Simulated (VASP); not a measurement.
# NbAs (R-3m) in VASP: relaxation of cell and atoms with PBE

Aim: the relaxation of cell and atoms of NbAs with PBE.

Everything below comes from runs of VASP 6.6.1. Logs are shortened: lines on timing, memory, paths and dates and some standing lists are left out, and cuts for length are marked.

### Step 1. The cell of the first run

Symmetry: R-3m, No. 166, trigonal system. Conventional cell: a = 4.232 Å, b = 4.232 Å, c = 9.423 Å, α = 90.00°, β = 90.00°, γ = 120.00°. Nb (site symmetry -3m) has 6 As at 2.90 Å within 3.8 Å. Within 3.8 Å of As (site symmetry -3m) lie 6 Nb at 2.90 Å.

The cell was generated, and may not be a known phase.

### Step 2. Relaxation of cell and atoms, PBE

INCAR

```
PREC = Accurate ; ENCUT = 520
EDIFF = 1E-7 ; ISMEAR = 0
SIGMA = 0.2 ; LREAL = F
LASPH = T ; NELM = 120
ALGO = Normal ; ISIF = 3
LWAVE = F ; LCHARG = F
GGA = PE ; IBRION = 2
NSW = 36 ; EDIFFG = -0.08
GGA_COMPAT = F ; NELMIN = 4
```

KPOINTS

```
Automatic mesh
0
Gamma
  6 6 6
```

POSCAR

```
NbAs
1.0
    2.1159363700      1.2216364300      3.1409800200
   -2.1159363700      1.2216364300      3.1409800200
    0.0000000000     -2.4432728600      3.1409800200
Nb As
1 1
Direct
    0.5000000000      0.5000000000      0.5000000000
    0.0000000000      0.0000000000      0.0000000000
```

Potentials or basis: VASP PAW PBE potentials, release 64 (Nb_sv, As_d).

On the command line:

```console
cat potpaw_PBE.64/Nb_sv/POTCAR potpaw_PBE.64/As_d/POTCAR > POTCAR
mpirun -np 1 vasp_std > vasp.out
```

OUTCAR:

```text
PREC = Accurate
   ENCUT = 520
   EDIFF = 1E-7
   ISMEAR = 0
   LREAL = F
   LASPH = T
   NELM = 120
   ISIF = 3
   GGA = PE
   IBRION = 2
   NSW = 36
   EDIFFG = -0.08
   NELMIN = 4

 ion  position               nearest neighbor table
   1  0.500  0.500  0.500-   2 2.90   2 2.90   2 2.90   2 2.90   2 2.90   2 2.90
   2  0.000  0.000  0.000-   1 2.90   1 2.90   1 2.90   1 2.90   1 2.90   1 2.90

  LATTYP: Found a trigonal (rhomboedric) cell.
 ALAT       =     3.9793639913
 COS(alpha) =     0.4345322107

  Lattice vectors:

 A1 = (   2.1159363700,   1.2216364300,   3.1409800200)
 A2 = (  -2.1159363700,   1.2216364300,   3.1409800200)
 A3 = (   0.0000000000,  -2.4432728600,   3.1409800200)

Analysis of symmetry for initial positions (statically):
=====================================================================
 Subroutine PRICEL returns:
 Original cell was already a primitive cell.

 Routine SETGRP: Setting up the symmetry group for a
 trigonal (rhombohedral) supercell.

 Subroutine GETGRP returns: Found 12 space group operations
 (whereof 12 operations were pure point group operations)
 out of a pool of 12 trial point group operations.

The static configuration has the point symmetry D_3d.

Analysis of symmetry for dynamics (positions and initial velocities):
=====================================================================
 Subroutine PRICEL returns:
 Original cell was already a primitive cell.

 Routine SETGRP: Setting up the symmetry group for a
 trigonal (rhombohedral) supercell.

 Subroutine GETGRP returns: Found 12 space group operations
 (whereof 12 operations were pure point group operations)
 out of a pool of 12 trial point group operations.

The dynamic configuration has the point symmetry D_3d.

 Subroutine INISYM returns: Found 12 space group operations
 (whereof 12 operations are pure point group operations),
 and found     1 'primitive' translations

----------------------------------------------------------------------------------------

                                     Primitive cell

  volume of cell :      48.7148

  direct lattice vectors                    reciprocal lattice vectors
     2.115936370  1.221636430  3.140980020     0.236302002  0.136429025  0.106123990
    -2.115936370  1.221636430  3.140980020    -0.236302002  0.136429025  0.106123990
     0.000000000 -2.443272860  3.140980020     0.000000000 -0.272858049  0.106123990

  length of vectors
     3.979363991  3.979363991  3.979363989     0.292769220  0.292769220  0.292769220

  position of ions in fractional coordinates (direct lattice)
     0.500000000  0.500000000  0.500000000
     0.000000000  0.000000000  0.000000000

  ion indices of the primitive-cell ions
   primitive index   ion index
                 1           1
                 2           2

----------------------------------------------------------------------------------------

 KPOINTS: Automatic mesh

Automatic generation of k-mesh.
 Grid dimensions read from file:
 generate k-points for:    6    6    6

 Generating k-lattice:

  Cartesian coordinates                     Fractional coordinates (reciprocal lattice)
     0.039383667  0.022738171  0.017687332     0.166666667 -0.000000000  0.000000000
    -0.039383667  0.022738171  0.017687332    -0.000000000  0.166666667  0.000000000
     0.000000000 -0.045476342  0.017687332     0.000000000  0.000000000  0.166666667

  Length of vectors
     0.048794870  0.048794870  0.048794870

  Shift w.r.t. Gamma in fractional coordinates (k-lattice)
     0.000000000  0.000000000  0.000000000

 Subroutine IBZKPT returns following result:
 ===========================================

 Found     32 irreducible k-points:

 Following reciprocal coordinates:
            Coordinates               Weight
  0.000000  0.000000  0.000000      1.000000
  0.166667  0.000000  0.000000      6.000000
  0.333333  0.000000  0.000000      6.000000
  0.500000  0.000000  0.000000      3.000000
  0.166667  0.166667 -0.000000      6.000000
  0.333333  0.166667  0.000000     12.000000
[... 16 lines left out ...]
  0.500000  0.500000  0.166667      6.000000
 -0.333333  0.500000  0.166667     12.000000
 [... further k-points ...]
   k-points           NKPTS =     32   k-points in BZ     NKDIM =     32   number of bands    NBANDS=     18
   number of dos      NEDOS =    301   number of ions     NIONS =      2
   total plane-waves  NPLWV =  27000
   dimension x,y,z NGX =    30 NGY =   30 NGZ =   30
   dimension x,y,z NGXF=    60 NGYF=   60 NGZF=   60
   ions per type =               1   1
   NGX,Y,Z   is equivalent  to a cutoff of  12.53, 12.53, 12.53 a.u.
   NGXF,Y,Z  is equivalent  to a cutoff of  25.07, 25.07, 25.07 a.u.
 SYSTEM =  unknown system
   PREC   = accura    normal or accurate (medium, high low for compatibility)
   ISTART =      0    job   : 0-new  1-cont  2-samecut
   ICHARG =      2    charge: 1-file 2-atom 10-const
   ISPIN  =      1    spin polarized calculation?
   LNONCOLLINEAR =      F non collinear calculations
   LSORBIT =      F    spin-orbit coupling
   LASPH  =      T    aspherical Exc in radial PAW
   ENCUT  =  520.0 eV  38.22 Ry    6.18 a.u.   7.40  7.40  7.40*2*pi/ulx,y,z
   NELM   =    120;   NELMIN=  4; NELMDL= -5     # of ELM steps
   EDIFF  = 0.1E-06   stopping-criterion for ELM
   LREAL  =      F    real-space projection
   EDIFFG = -.8E-01   stopping-criterion for IOM
   NSW    =     36    number of steps for IOM
   IBRION =      2    ionic relax: 0-MD 1-quasi-New 2-CG
   NFREE  =      1    steps in history (QN), initial steepest desc. (CG)
   ISIF   =      3    stress and relaxation
   ISYM   =      2    0-nonsym 1-usesym 2-fastsym
   POTIM  = 0.5000    time-step for ionic-motion
   TEBEG  =    0.0;   TEEND  =   0.0 temperature during run
   PSTRESS=    0.0 pullay stress
   NELECT =      28.0000    total number of electrons
   NUPDOWN=      -1.0000    fix difference up-down
   EMIN   =  10.00;   EMAX   =-10.00  energy-range for DOS
   EFERMI =   0.00;   METHOD = LEGACY
   ISMEAR =     0;   SIGMA  =   0.20  broadening in eV -4-tet -1-fermi 0-gaus
   EFERMI_NEDOS =   21; number of points for ismear=-14 and -15
   IALGO  =     38    algorithm
   IMIX   =      4    mixing-type and parameters
     AMIX     =   0.40;   BMIX     =  1.00
     AMIX_MAG =   1.60;   BMIX_MAG =  1.00
  volume/ion in A,a.u.               =      24.36       164.37
  Fermi-wavevector in a.u.,A,eV,Ry     =   1.361154  2.572208 25.208050  1.852739
  Thomas-Fermi vector in A             =   2.487754
   LORBIT       =      0    0 simple, 1 ext, 2 COOP (PROOUT), +10 PAW based schemes
   GGA     = PE    functional components
   LHFCALC =     F    Hartree Fock is set to
   AEXX    =    0.0000 exact exchange contribution
   IVDW    =     0    specifies the selected vdW correction
   LEPSILON=     F    determine dielectric tensor
   LRPA    =     F    only Hartree local field effects (RPA)
 conjugate gradient relaxation of ions
 non-spin polarized calculation
 Gauss-broadening in eV      SIGMA  =   0.20
  energy-cutoff  :      520.00
  volume of cell :       48.71
 maximum number of plane-waves:      1332
 NGX is ok and might be reduce to    30
   NGX = 15   NGY = 15   NGZ = 15

--------------------------------------- Ionic step        1  -------------------------------------------

 number of electron      27.9999998 magnetization

 Free energy of the ion-electron system (eV)
  ---------------------------------------------------
  ext. energy  EPLUGINS =         0.00000000
  ---------------------------------------------------
  free energy    TOTEN  =       -14.30711980 eV

  energy without entropy =      -14.23761274  energy(sigma->0) =      -14.27236627

------------------------ aborting loop because EDIFF is reached ----------------------------------------

  FORCE on cell =-STRESS in cart. coord.  units (eV):
  Direction    XX          YY          ZZ          XY          YZ          ZX
  --------------------------------------------------------------------------------------
  -------------------------------------------------------------------------------------
  Total       -6.8563927     -6.8563926     -5.7402795      0.0000000      0.0000000      0.0000000
  in kB     -225.4993328   -225.4993318   -188.7915774      0.0000000      0.0000000      0.0000000
  external PRESSURE =    -213.2634140 kB  Pullay stress =       0.0000000 kB
[... 21 lines left out ...]
  energy  without entropy=      -14.2376127431  energy(sigma->0) =      -14.27236627

--------------------------------------- Ionic step        2  -------------------------------------------

 number of electron      27.9999998 magnetization

 E-fermi :  11.6508     XC(G=0): -13.2138

 val. band max:       11.6288138556   @ k =  -0.1667   0.1667   0.1667
 cond. band min:      11.6544520996   @ k =  -0.3333   0.1667  -0.0000
 fundamental gap:      0.0256382440
 Fermi energy:        11.6507873332

 k-point     1 :       0.0000    0.0000    0.0000
  band No.  band energies     occupation
      1     -43.8375      2.00000
      2     -24.6989      2.00000
      3     -24.6989      2.00000
      4     -24.6514      2.00000
      5     -24.6479      2.00000
      6     -24.6479      2.00000
[... 10 lines left out ...]
     17      11.5526      1.51270
     18      12.1483      0.00043
[... 466 lines left out ...]
      2     -24.7148      2.00000
      3     -24.6873      2.00000
      4     -24.6516      2.00000
      5     -24.6411      2.00000
      6     -24.6347      2.00000
[... 10 lines left out ...]
     17      13.8359      0.00000
     18      15.2428      0.00000

 [... further k-points ...]

------------------------ aborting loop because EDIFF is reached ----------------------------------------

  FORCE on cell =-STRESS in cart. coord.  units (eV):
  Direction    XX          YY          ZZ          XY          YZ          ZX
  --------------------------------------------------------------------------------------
  -------------------------------------------------------------------------------------
  Total        9.9131707      9.9131707      9.7514340      0.0000000      0.0000000     -0.0000000
  in kB      543.2706489    543.2706474    534.4070011      0.0000000      0.0000000     -0.0000000
  external PRESSURE =     540.3160991 kB  Pullay stress =       0.0000000 kB
[... 201 lines left out ...]
  energy  without entropy=      -15.3054639907  energy(sigma->0) =      -15.33342641

--------------------------------------- Ionic step        8  -------------------------------------------

 number of electron      27.9999993 magnetization

 Free energy of the ion-electron system (eV)
  ---------------------------------------------------
  ext. energy  EPLUGINS =         0.00000000
  ---------------------------------------------------
  free energy    TOTEN  =       -15.36217502 eV

  energy without entropy =      -15.30600305  energy(sigma->0) =      -15.33408903

 E-fermi :   8.6918     XC(G=0): -11.9664

 val. band max:        8.6875053463   @ k =  -0.3333   0.1667  -0.0000
 cond. band min:       8.7144403913   @ k =   0.5000   0.3333   0.3333
 fundamental gap:      0.0269350449
 Fermi energy:         8.6917947072

 k-point     1 :       0.0000    0.0000    0.0000
  band No.  band energies     occupation
      1     -47.0948      2.00000
      2     -27.2962      2.00000
      3     -27.2962      2.00000
      4     -27.2685      2.00000
      5     -27.2685      2.00000
      6     -27.2667      2.00000
[... 10 lines left out ...]
     17       8.6268      1.35421
     18       8.6268      1.35421
[... 466 lines left out ...]
      2     -27.3012      2.00000
      3     -27.2933      2.00000
      4     -27.2684      2.00000
      5     -27.2651      2.00000
      6     -27.2626      2.00000
[... 10 lines left out ...]
     17      10.0422      0.00000
     18      10.9977      0.00000

 [... further k-points ...]

------------------------ aborting loop because EDIFF is reached ----------------------------------------

  FORCE on cell =-STRESS in cart. coord.  units (eV):
  Direction    XX          YY          ZZ          XY          YZ          ZX
  --------------------------------------------------------------------------------------
  -------------------------------------------------------------------------------------
  Total        0.1153291      0.1153291      0.0672124      0.0000000      0.0000000      0.0000000
  in kB        5.0357655      5.0357655      2.9347829      0.0000000      0.0000000      0.0000000
  external PRESSURE =       4.3354380 kB  Pullay stress =       0.0000000 kB
[... 17 lines left out ...]
  FREE ENERGIE OF THE ION-ELECTRON SYSTEM (eV)
  ---------------------------------------------------
  free  energy   TOTEN  =       -15.3621750196 eV

  energy  without entropy=      -15.3060030453  energy(sigma->0) =      -15.33408903

 reached required accuracy - stopping structural energy minimisation
```

Run time: 3.4 min. Hardware: 1 thread of AMD EPYC 7R43 (Zen 3), shared host; peak memory 0.15 GiB.

What came out:

```yaml
Free_energy: -15.3622 eV
Relaxed_volume: 18.35 Å³/atom
Relaxed_cell: a = 3.761 Å, b = 3.761 Å, c = 3.761 Å, α = 58.94°, β = 58.94°, γ = 58.94°
Space_group_after_relaxing_to_0.1_Å: R-3m (No. 166)
Energy_gained_by_relaxing: 527.5 meV/atom
Ionic_steps: 8
Pressure_after_relaxing: 0.4 GPa
```

The path:
```tsv
step	energy change (eV)	largest force (eV/Å)	pressure (GPa)	volume (Å³)
1	0.0000	0.0000	-21.33	48.71
2	-0.0163	0.0000	54.03	29.24
3	-1.0446	0.0000	-1.56	37.14
4	-1.0467	0.0000	-0.34	36.83
5	-1.0467	0.0000	0.51	36.61
6	-1.0497	0.0000	0.49	36.63
7	-1.0543	0.0000	0.46	36.68
8	-1.0551	0.0000	0.43	36.69
```

Final structure:
```
Nb As
1.0
     1.84998    1.06809    3.09498
    -1.84998    1.06809    3.09498
     0.00000   -2.13618    3.09498
Nb As
1 1
Direct
  0.50000 0.50000 0.50000
  0.00000 0.00000 0.00000
```

Caveat: the volume moved by over 15 % at a fixed basis, so the end points are rough; the highest band is partly filled, so the run has too few bands.
